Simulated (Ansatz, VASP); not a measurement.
# One calculation of CoO, two programs

```
Co O
1.0
     2.81770    0.00000    0.00000
    -1.40885    2.44020    0.00000
     0.00000    0.00000    2.74993
Co O
1 1
Cartesian
  0.0000 0.0000 0.0000
  1.4088 0.8134 1.3750
```

Alike in both runs: task single point; functional PBE; k mesh 11 × 11 × 10; occupations fermi-dirac, width 0.05 eV; collinear spin.

|  | VASP | Ansatz |
| --- | --- | --- |
| version | VASP 6.6.1 | Ansatz 0.2.0 |
| potentials or method | VASP PAW PBE potentials, release 64 (Co_sv, O) | Ansatz PAW |
| plane-wave cutoff (eV) | 600 | 420 |
| valence electrons in the cell | 23 | 23 |

|  | VASP | Ansatz | Ansatz less VASP |
| --- | --- | --- | --- |
| gap on the k mesh at the Fermi level (eV) | none | none | - |
| pressure (GPa) | -3.4 | -0.9 | +2.45 |
| traceless stress, the component that is largest in VASP (GPa) | -1.80 | -1.70 | +0.099 |
| net moment per atom (μB) | 1.50 | 1.50 | 0.000 |
| size of the moment on the site where the two differ most (μB) | 0.40 | 0.42 | +0.024 |

Site moments also hang on the region over which each program counts them. A gap of «none» marks a metal or a gap that the smearing closes.
